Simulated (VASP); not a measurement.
A run of VASP 6.6.1:

The input INCAR:

```
ALGO     = Normal         # electronic algorithm
EDIFF    = 1E-6           # SCF threshold, eV
ENCUT    = 520            # plane-wave cutoff, eV
GGA      = PE             # functional
ISIF     = 2              # what is computed and relaxed
ISMEAR   = 0              # smearing method
LASPH    = T              # aspherical terms in the spheres
LCHARG   = T              # write CHGCAR
LELF     = T              # ELF
LREAL    = F              # projectors in reciprocal space
LVHAR    = T            
LWAVE    = F              # write WAVECAR
NBANDS   = 13             # bands
NELM     = 100            # most SCF steps
PREC     = Accurate       # precision mode
SIGMA    = 0.2            # smearing width, eV
```

File KPOINTS:

```
k-points
0
Gamma
  12 12 12
```

POSCAR

```
Pb
1.0
    0.0000000000      2.4698000000      2.4698000000
    2.4698000000      0.0000000000      2.4698000000
    2.4698000000      2.4698000000      0.0000000000
Pb
1
Direct
    0.0000000000      0.0000000000      0.0000000000
```

Potentials or basis: VASP PAW PBE potentials, release 64 (Pb_d).

Command:

```bash
$ cat potpaw_PBE.64/Pb_d/POTCAR > POTCAR
$ mpirun -np 1 vasp_std > vasp.out
```

Hardware: 1 thread of AMD EPYC 7R43 64-Core Processor (Zen 3), with other jobs on the host.

Problem. How long does it take, and how much memory?

Solution. Run time: 27 s on 1 thread of AMD EPYC 7R43 64-Core Processor (Zen 3) (shared host), peak memory 0.14 GiB. Counts: scf iterations 11, k points 72.
